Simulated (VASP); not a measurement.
Tl, 1 atom in the cell. Symmetry: Pm-3m, No. 221, cubic system. The conventional cell has a = 3.160 Å, b = 3.160 Å, c = 3.160 Å, α = 90.00°, β = 90.00°, γ = 90.00°. Tl (site symmetry m-3m) has 6 Tl at 3.16 Å within 4.2 Å. This isn't the form of Tl at room conditions, which is hcp.

| Item | Value |
| --- | --- |
| Program | VASP 6.6.1 |
| Task | relaxation of cell and atoms |
| Functional | r2SCAN |
| Potentials or basis | VASP PAW PBE potentials, release 64 (Tl_d) |
| Cutoff | 600 eV |
| k mesh | 7 × 7 × 7 |
| Occupations | fermi-dirac, width 0.1 eV |
| Spin | no spin polarisation |
| Dipole correction | no |
| Further INCAR settings | ALGO = Normal; EDIFF = 1e-06; IBRION = 2; EDIFFG = -0.03; NSW = 80; ISIF = 3 |

Potentials or basis: VASP PAW PBE potentials, release 64 (Tl_d).

Run with:

```console
$ cat potpaw_PBE.64/Tl_d/POTCAR > POTCAR
$ cp INCAR.step1 INCAR
$ mpirun -np 1 vasp_std > vasp.out
$ cp INCAR.step2 INCAR
$ mpirun -np 1 vasp_std > vasp.out
```

Hardware: 1 thread of Intel(R) Xeon(R) Platinum 8259CL CPU @ 2.50GHz (Skylake/Cascade Lake), on a shared host.

Task: How long does it take, and how much memory?

Result: Wall time 60 s on 1 thread of Intel(R) Xeon(R) Platinum 8259CL CPU @ 2.50GHz (Skylake/Cascade Lake), on a shared host, peak memory 0.17 GiB. Counts: k points 20, ion steps 2.
